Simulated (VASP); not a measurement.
# InGa3As2 (P4/mmm) in VASP: a series of runs

Runs on InGa3As2. Level: PBE. Tasks: single point.

All numbers are computed with VASP 6.6.1; they aren't measurements. Logs are shortened: lines on timing, memory, paths and dates and some standing lists are left out, and cuts for length are marked.

### 1 The cell of the first run

It takes space group P4/mmm (No. 123, tetragonal). The conventional cell has a = 4.672 Å, b = 4.672 Å, c = 6.887 Å, α = 90.00°, β = 90.00°, γ = 90.00°. Within 2.5 Å of In (site symmetry 4/mmm) lie 2 As at 1.90 Å. Ga (site symmetry mmm) has 2 Ga at 2.34 Å and 4 As at 2.80 Å within 3.1 Å. Ga (site symmetry 4/mmm) has 4 Ga at 2.34 Å within 3.1 Å. As (site symmetry 4mm) has 1 In at 1.90 Å within 2.5 Å.

### 2 Single point, PBE

Contents of INCAR:

```
PREC     = Accurate       # precision mode
ENCUT    = 520            # plane-wave cutoff, eV
EDIFF    = 1E-7           # SCF threshold, eV
ISMEAR   = 0              # smearing method
SIGMA    = 0.1            # smearing width, eV
LREAL    = False          # projectors in reciprocal space
LASPH    = True           # aspherical terms in the spheres
NELM     = 60             # most SCF steps
ALGO     = Fast           # electronic algorithm
ISIF     = 2              # what is computed and relaxed
LWAVE    = False          # write WAVECAR
LCHARG   = False          # write CHGCAR
GGA      = PE             # functional
NBANDS   = 40             # bands
```

Contents of KPOINTS:

```
regular mesh
0
Gamma
  4 4 4
```

Contents of POSCAR:

```
InGa3As2
1.0
    4.6718429500      0.0000000000      0.0000000000
    0.0000000000      4.6718429500      0.0000000000
    0.0000000000      0.0000000000      6.8874577500
In Ga As
1 3 2
Direct
    0.5000000000      0.5000000000      0.0000000000
    0.0000000000      0.5000000000      0.5000000000
    0.5000000000      0.0000000000      0.5000000000
    0.0000000000      0.0000000000      0.5000000000
    0.5000000000      0.5000000000      0.2751395400
    0.5000000000      0.5000000000      0.7248604600
```

Potentials or basis: VASP PAW PBE potentials, release 64 (In_d, Ga_d, As).

Started as:

```sh
$ cat potpaw_PBE.64/In_d/POTCAR potpaw_PBE.64/Ga_d/POTCAR potpaw_PBE.64/As/POTCAR > POTCAR
$ mpirun -np 1 vasp_std > vasp.out
```

OUTCAR:

```text
PREC = Accurate
   ENCUT = 520
   EDIFF = 1E-7
   ISMEAR = 0
   LREAL = False
   LASPH = True
   NELM = 60
   ISIF = 2
   GGA = PE

 ion  position               nearest neighbor table
   1  0.500  0.500  0.000-   5 1.90   6 1.90
   2  0.000  0.500  0.500-   4 2.34   4 2.34   6 2.80   5 2.80   5 2.80   6 2.80
   3  0.500  0.000  0.500-   4 2.34   4 2.34   6 2.80   5 2.80   6 2.80   5 2.80
   4  0.000  0.000  0.500-   2 2.34   3 2.34   2 2.34   3 2.34
   5  0.500  0.500  0.275-   1 1.90   2 2.80   3 2.80   3 2.80   2 2.80
   6  0.500  0.500  0.725-   1 1.90   2 2.80   3 2.80   3 2.80   2 2.80

  LATTYP: Found a simple tetragonal cell.
 ALAT       =     4.6718429500
 C/A-ratio  =     1.4742485618

  Lattice vectors:

 A1 = (   4.6718429500,   0.0000000000,   0.0000000000)
 A2 = (   0.0000000000,   4.6718429500,   0.0000000000)
 A3 = (   0.0000000000,   0.0000000000,   6.8874577500)

Analysis of symmetry for initial positions (statically):
=====================================================================
 Subroutine PRICEL returns:
 Original cell was already a primitive cell.

 Routine SETGRP: Setting up the symmetry group for a
 simple tetragonal supercell.

 Subroutine GETGRP returns: Found 16 space group operations
 (whereof 16 operations were pure point group operations)
 out of a pool of 16 trial point group operations.

The static configuration has the point symmetry D_4h.

Analysis of symmetry for dynamics (positions and initial velocities):
=====================================================================
 Subroutine PRICEL returns:
 Original cell was already a primitive cell.

 Routine SETGRP: Setting up the symmetry group for a
 simple tetragonal supercell.

 Subroutine GETGRP returns: Found 16 space group operations
 (whereof 16 operations were pure point group operations)
 out of a pool of 16 trial point group operations.

The dynamic configuration has the point symmetry D_4h.

 Subroutine INISYM returns: Found 16 space group operations
 (whereof 16 operations are pure point group operations),
 and found     1 'primitive' translations

----------------------------------------------------------------------------------------

                                     Primitive cell

  volume of cell :     150.3265

  direct lattice vectors                    reciprocal lattice vectors
     4.671842950  0.000000000  0.000000000     0.214048291  0.000000000  0.000000000
     0.000000000  4.671842950  0.000000000     0.000000000  0.214048291  0.000000000
     0.000000000  0.000000000  6.887457750     0.000000000  0.000000000  0.145191453

  length of vectors
     4.671842950  4.671842950  6.887457750     0.214048291  0.214048291  0.145191453

  position of ions in fractional coordinates (direct lattice)
     0.500000000  0.500000000  0.000000000
     0.000000000  0.500000000  0.500000000
     0.500000000  0.000000000  0.500000000
     0.000000000  0.000000000  0.500000000
     0.500000000  0.500000000  0.275139540
     0.500000000  0.500000000  0.724860460

  ion indices of the primitive-cell ions
   primitive index   ion index
                 1           1
                 2           2
                 3           3
                 4           4
                 5           5
                 6           6

----------------------------------------------------------------------------------------

 KPOINTS: regular mesh

Automatic generation of k-mesh.
 Grid dimensions read from file:
 generate k-points for:    4    4    4

 Generating k-lattice:

  Cartesian coordinates                     Fractional coordinates (reciprocal lattice)
     0.053512073  0.000000000  0.000000000     0.250000000  0.000000000  0.000000000
     0.000000000  0.053512073  0.000000000     0.000000000  0.250000000  0.000000000
     0.000000000  0.000000000  0.036297863     0.000000000  0.000000000  0.250000000

  Length of vectors
     0.053512073  0.053512073  0.036297863

  Shift w.r.t. Gamma in fractional coordinates (k-lattice)
     0.000000000  0.000000000  0.000000000

 Subroutine IBZKPT returns following result:
 ===========================================

 Found     18 irreducible k-points:

 Following reciprocal coordinates:
            Coordinates               Weight
  0.000000  0.000000  0.000000      1.000000
  0.250000  0.000000  0.000000      4.000000
  0.500000  0.000000  0.000000      2.000000
  0.250000  0.250000  0.000000      4.000000
  0.500000  0.250000  0.000000      4.000000
  0.500000  0.500000  0.000000      1.000000
[... 10 lines left out ...]
  0.500000  0.250000  0.500000      4.000000
  0.500000  0.500000  0.500000      1.000000
   k-points           NKPTS =     18   k-points in BZ     NKDIM =     18   number of bands    NBANDS=     40
   number of dos      NEDOS =    301   number of ions     NIONS =      6
   total plane-waves  NPLWV =  69984
   dimension x,y,z NGX =    36 NGY =   36 NGZ =   54
   dimension x,y,z NGXF=    72 NGYF=   72 NGZF=  108
   ions per type =               1   3   2
   NGX,Y,Z   is equivalent  to a cutoff of  12.81, 12.81, 13.03 a.u.
   NGXF,Y,Z  is equivalent  to a cutoff of  25.62, 25.62, 26.07 a.u.
 SYSTEM =  unknown system
   PREC   = accura    normal or accurate (medium, high low for compatibility)
   ISTART =      0    job   : 0-new  1-cont  2-samecut
   ICHARG =      2    charge: 1-file 2-atom 10-const
   ISPIN  =      1    spin polarized calculation?
   LNONCOLLINEAR =      F non collinear calculations
   LSORBIT =      F    spin-orbit coupling
   LASPH  =      T    aspherical Exc in radial PAW
   ENCUT  =  520.0 eV  38.22 Ry    6.18 a.u.   8.69  8.69 12.81*2*pi/ulx,y,z
   NELM   =     60;   NELMIN=  2; NELMDL= -5     # of ELM steps
   EDIFF  = 0.1E-06   stopping-criterion for ELM
   LREAL  =      F    real-space projection
   EDIFFG = 0.1E-05   stopping-criterion for IOM
   NSW    =      0    number of steps for IOM
   IBRION =     -1    ionic relax: 0-MD 1-quasi-New 2-CG
   NFREE  =      0    steps in history (QN), initial steepest desc. (CG)
   ISIF   =      2    stress and relaxation
   ISYM   =      2    0-nonsym 1-usesym 2-fastsym
   POTIM  = 0.5000    time-step for ionic-motion
   TEBEG  =    0.0;   TEEND  =   0.0 temperature during run
   PSTRESS=    0.0 pullay stress
   NELECT =      62.0000    total number of electrons
   NUPDOWN=      -1.0000    fix difference up-down
   EMIN   =  10.00;   EMAX   =-10.00  energy-range for DOS
   EFERMI =   0.00;   METHOD = LEGACY
   ISMEAR =     0;   SIGMA  =   0.10  broadening in eV -4-tet -1-fermi 0-gaus
   EFERMI_NEDOS =   21; number of points for ismear=-14 and -15
   IALGO  =     68    algorithm
   IMIX   =      4    mixing-type and parameters
     AMIX     =   0.40;   BMIX     =  1.00
     AMIX_MAG =   1.60;   BMIX_MAG =  1.00
  volume/ion in A,a.u.               =      25.05       169.08
  Fermi-wavevector in a.u.,A,eV,Ry     =   1.218597  2.302815 20.204375  1.484980
  Thomas-Fermi vector in A             =   2.353878
   LORBIT       =      0    0 simple, 1 ext, 2 COOP (PROOUT), +10 PAW based schemes
   GGA     = PE    functional components
   LHFCALC =     F    Hartree Fock is set to
   AEXX    =    0.0000 exact exchange contribution
   IVDW    =     0    specifies the selected vdW correction
   LEPSILON=     F    determine dielectric tensor
   LRPA    =     F    only Hartree local field effects (RPA)
 non-spin polarized calculation
 RMM-DIIS sequential band-by-band and
 Gauss-broadening in eV      SIGMA  =   0.10
  energy-cutoff  :      520.00
  volume of cell :      150.33
 maximum number of plane-waves:      4074
 NGX is ok and might be reduce to    36
   NGX = 17   NGY = 17   NGZ = 25

 number of electron      61.9999966 magnetization

 Free energy of the ion-electron system (eV)
  ---------------------------------------------------
  ext. energy  EPLUGINS =         0.00000000
  ---------------------------------------------------
  free energy    TOTEN  =        -9.82293859 eV

  energy without entropy =       -9.81039725  energy(sigma->0) =       -9.81666792

 E-fermi :   3.7895     XC(G=0):  -8.9744

 val. band max:        3.7740091773   @ k =   0.5000   0.5000   0.0000
 cond. band min:       3.8654170723   @ k =   0.5000   0.0000   0.2500
 fundamental gap:      0.0914078951
 Fermi energy:         3.7894749718

 k-point     1 :       0.0000    0.0000    0.0000
  band No.  band energies     occupation
      1     -14.2870      2.00000
      2     -12.3514      2.00000
      3     -12.3514      2.00000
      4     -11.7985      2.00000
      5     -11.6475      2.00000
      6     -11.5076      2.00000
[... 32 lines left out ...]
     39       9.0683      0.00000
     40      10.3511      0.00000

 k-point     2 :       0.2500    0.0000    0.0000
  band No.  band energies     occupation
      1     -14.2841      2.00000
      2     -12.3534      2.00000
      3     -12.3511      2.00000
      4     -11.7493      2.00000
      5     -11.5442      2.00000
      6     -11.5034      2.00000
[... 32 lines left out ...]
     39      10.1045      0.00000
     40      10.1097      0.00000

 k-point     3 :       0.5000    0.0000    0.0000
  band No.  band energies     occupation
      1     -14.2812      2.00000
      2     -12.3554      2.00000
      3     -12.3508      2.00000
      4     -11.7315      2.00000
      5     -11.4992      2.00000
      6     -11.4992      2.00000
[... 32 lines left out ...]
     39      10.1265      0.00000
     40      10.4494      0.00000

 k-point     4 :       0.2500    0.2500    0.0000
  band No.  band energies     occupation
      1     -14.2815      2.00000
      2     -12.3532      2.00000
      3     -12.3531      2.00000
      4     -11.6273      2.00000
      5     -11.5130      2.00000
      6     -11.4993      2.00000
[... 32 lines left out ...]
     39       9.2324      0.00000
     40      10.2240      0.00000
[... 514 lines left out ...]
     39       9.0526      0.00000
     40       9.3796      0.00000

 k-point    17 :       0.5000    0.2500    0.5000
  band No.  band energies     occupation
      1     -14.2699      2.00000
      2     -12.3568      2.00000
      3     -12.3537      2.00000
      4     -11.5749      2.00000
      5     -11.5009      2.00000
      6     -11.4948      2.00000
[... 32 lines left out ...]
     39      10.1091      0.00000
     40      10.1272      0.00000

 k-point    18 :       0.5000    0.5000    0.5000
  band No.  band energies     occupation
      1     -14.2692      2.00000
      2     -12.3566      2.00000
      3     -12.3566      2.00000
      4     -11.5024      2.00000
      5     -11.4905      2.00000
      6     -11.3351      2.00000
[... 32 lines left out ...]
     39      10.2728      0.00000
     40      10.2921      0.00000

------------------------ aborting loop because EDIFF is reached ----------------------------------------

  FORCE on cell =-STRESS in cart. coord.  units (eV):
  Direction    XX          YY          ZZ          XY          YZ          ZX
  --------------------------------------------------------------------------------------
  -------------------------------------------------------------------------------------
  Total        8.6005099      8.6005099     80.8513090      0.0000000     -0.0000000     -0.0000000
  in kB       91.6641183     91.6641183    861.7121576      0.0000000     -0.0000000     -0.0000000
  external PRESSURE =     348.3467980 kB  Pullay stress =       0.0000000 kB

 VOLUME and BASIS-vectors are now :
 -----------------------------------------------------------------------------
  energy-cutoff  :      520.00
  volume of cell :      150.33
      direct lattice vectors                 reciprocal lattice vectors
     4.671842950  0.000000000  0.000000000     0.214048291  0.000000000  0.000000000
     0.000000000  4.671842950  0.000000000     0.000000000  0.214048291  0.000000000
     0.000000000  0.000000000  6.887457750     0.000000000  0.000000000  0.145191453

 POSITION                                       TOTAL-FORCE (eV/Angst)
 -----------------------------------------------------------------------------------
      2.33592      2.33592      0.00000         0.000000      0.000000      0.000000
      0.00000      2.33592      3.44373         0.000000      0.000000      0.000000
      2.33592      0.00000      3.44373         0.000000      0.000000      0.000000
      0.00000      0.00000      3.44373         0.000000      0.000000      0.000000
      2.33592      2.33592      1.89501        -0.000000     -0.000000     19.043430
      2.33592      2.33592      4.99245         0.000000     -0.000000    -19.043430
 -----------------------------------------------------------------------------------
    total drift:                                0.000000      0.000000      0.000000

  FREE ENERGIE OF THE ION-ELECTRON SYSTEM (eV)
  ---------------------------------------------------
  free  energy   TOTEN  =        -9.8229385898 eV

  energy  without entropy=       -9.8103972492  energy(sigma->0) =       -9.81666792
```

Run time: 1.8 min. Hardware: 1 thread of Intel Xeon 6975P-C (Granite Rapids), shared host; peak memory 0.3 GiB.

What came out:

```
Free energy            : -9.8229 eV
Pressure               : 34.8 GPa
Largest force          : 19.043 eV/Å
Band gap on the k mesh : zero (band 31 reaches 5.09 eV, above the bottom of band 32 at 3.56 eV)
```

Forces on the atoms (eV/Å):
```
In    0.000   0.000   0.000
Ga    0.000   0.000   0.000
Ga    0.000   0.000   0.000
Ga    0.000   0.000   0.000
As    0.000   0.000  19.043
As    0.000   0.000 -19.043
```

Levels at points of the mesh, in eV from the Fermi level:
```
           k point  band 28  band 29  band 30  band 31  band 32  band 33  band 34  band 35
(0.00, 0.00, 0.00)    -1.59    -0.46    -0.46    -0.22    -0.22     1.04     2.48     2.75
(0.50, 0.00, 0.00)    -2.83    -1.77    -0.58    -0.57    -0.05     2.06     2.78     2.88
(0.50, 0.50, 0.00)    -2.19    -1.34    -1.34    -0.02     0.85     3.95     4.10     4.38
(0.00, 0.00, 0.50)    -3.05    -1.89    -1.89    -0.15     0.63     0.63     2.23     3.58
(0.50, 0.00, 0.50)    -2.21    -2.15    -1.77    -1.73     1.29     1.81     2.15     3.18
(0.50, 0.50, 0.50)    -3.41    -3.02     0.60     1.30     1.30     2.42     2.42     5.87
```

Caveat: spin-orbit coupling is left out, which moves the levels of the heavy elements; forces of over 1 eV/Å act on the atoms, so gaps and moduli don't describe the material at rest.

(Part 1 of 2 ends here.)
